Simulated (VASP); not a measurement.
Crystal: BaS.

```
Ba S
1.0
     0.00000    3.23578    3.23578
     3.23578    0.00000    3.23578
     3.23578    3.23578    0.00000
Ba S
1 1
Direct
  0.00000 0.00000 0.00000
  0.50000 0.50000 0.50000
```

Base run:

- Program: VASP 6.6.1
- Functional: r2SCAN
- Potentials or basis: VASP PAW PBE potentials, release 64 (Ba_sv, S)
- Cutoff: 520 eV
- k mesh: 7 × 7 × 7
- Occupations: fermi-dirac, width 0.05 eV
- Spin: no spin polarisation

Its results: band gap on the k mesh 2.58 eV, indirect (least direct gap 2.75 eV); pressure -0.4 GPa.

Q: After a change of settings the same cell gave: band gap on the k mesh 2.11 eV, indirect (least direct gap 2.27 eV); pressure -2.1 GPa. Which change was it?
A. functional from r2SCAN to HSE06; k mesh from 7 × 7 × 7 to 4 × 4 × 4
B. functional from r2SCAN to PBEsol; further incar settings from ALGO = Normal; EDIFF = 1e-06; NBANDS = 15 to ALGO = Normal; EDIFF = 1e-07; NBANDS = 15
C. functional from r2SCAN to PBE
D. functional from r2SCAN to LDA; potentials or basis from VASP PAW PBE potentials, release 64 (Ba_sv, S) to VASP PAW LDA potentials, release 64 (Ba_sv, S)

A: B.

Caveats: the PAW data sets were made with another functional, which shifts forces and pressure a little; spin-orbit coupling is left out, which moves the levels of the heavy elements.
